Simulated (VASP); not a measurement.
Wanted: the native input for a VASP 6.6.1 run.

```
Task                   : relaxation of cell and atoms
Functional             : BLYP
Dispersion             : D4
Potentials or basis    : VASP PAW PBE potentials, release 64 (Ru_pv, Al)
Cutoff                 : 600 eV
k mesh                 : 9 × 9 × 9
Occupations            : fermi-dirac, width 0.05 eV
Spin                   : no spin polarisation
Dipole correction      : no
Further INCAR settings : ALGO = Normal; EDIFF = 1e-06; IBRION = 2; EDIFFG = -0.01; NSW = 60; ISIF = 3
```

The structure of AlRu lies in POSCAR:

```
AlRu
1.0
    2.9916000000      0.0000000000      0.0000000000
    0.0000000000      2.9916000000      0.0000000000
    0.0000000000      0.0000000000      2.9916000000
Ru Al
1 1
Direct
    0.5000000000      0.5000000000      0.5000000000
    0.0000000000      0.0000000000      0.0000000000
```

One way to write it, as run:

INCAR

```
SYSTEM = AlRu
PREC     = Accurate       ! precision mode
ENCUT    = 600            ! plane-wave cutoff, eV
EDIFF    = 1E-6           ! SCF threshold, eV
ISMEAR   = -1             ! smearing method
SIGMA    = 0.05           ! smearing width, eV
LREAL    = .FALSE.        ! projectors in reciprocal space
LASPH    = .TRUE.         ! aspherical terms in the spheres
NELM     = 100            ! most SCF steps
ALGO     = Normal         ! electronic algorithm
ISIF     = 3              ! what is computed and relaxed
LWAVE    = .FALSE.        ! write WAVECAR
LCHARG   = .FALSE.        ! write CHGCAR
GGA      = B5             ! functional
ALDAX    = 1.0          
AGGAX    = 1.0          
AGGAC    = 1.0          
ALDAC    = 0.0          
IVDW     = 13             ! dispersion correction
VDW_S6   = 1.0          
VDW_S8   = 2.34076671   
VDW_A1   = 0.44488865   
VDW_A2   = 4.0933009    
IBRION   = 2              ! ionic algorithm
NSW      = 60             ! ionic steps
EDIFFG   = -0.01          ! ionic threshold
```

KPOINTS

```
regular mesh
0
G
  9 9 9
  0 0 0
```

Potentials or basis: VASP PAW PBE potentials, release 64 (Ru_pv, Al).

Run with:

```sh
$ cat potpaw_PBE.64/Ru_pv/POTCAR potpaw_PBE.64/Al/POTCAR > POTCAR
$ mpirun -np 1 vasp_std > vasp.out
```

Results of the run:

* Relaxed volume: 13.30 Å³/atom
* Relaxed cell: a = 2.985 Å, b = 2.985 Å, c = 2.985 Å, α = 90.00°, β = 90.00°, γ = 90.00°
* Space group after relaxing (to 0.05 Å): Pm-3m (No. 221)
* Energy gained by relaxing: 0.3 meV/atom
* Ionic steps: 3
* Pressure after relaxing: 0.0 GPa
* Dispersion energy per atom: -0.914 eV

Caveat: the PAW data sets were made with another functional, which shifts forces and pressure a little; pairwise dispersion overbinds metals, which lowers pressure and volume.

It took 33 s on 1 thread of Intel(R) Xeon(R) Platinum 8259CL CPU @ 2.50GHz (Skylake/Cascade Lake), on a shared host, peak memory 0.15 GiB.
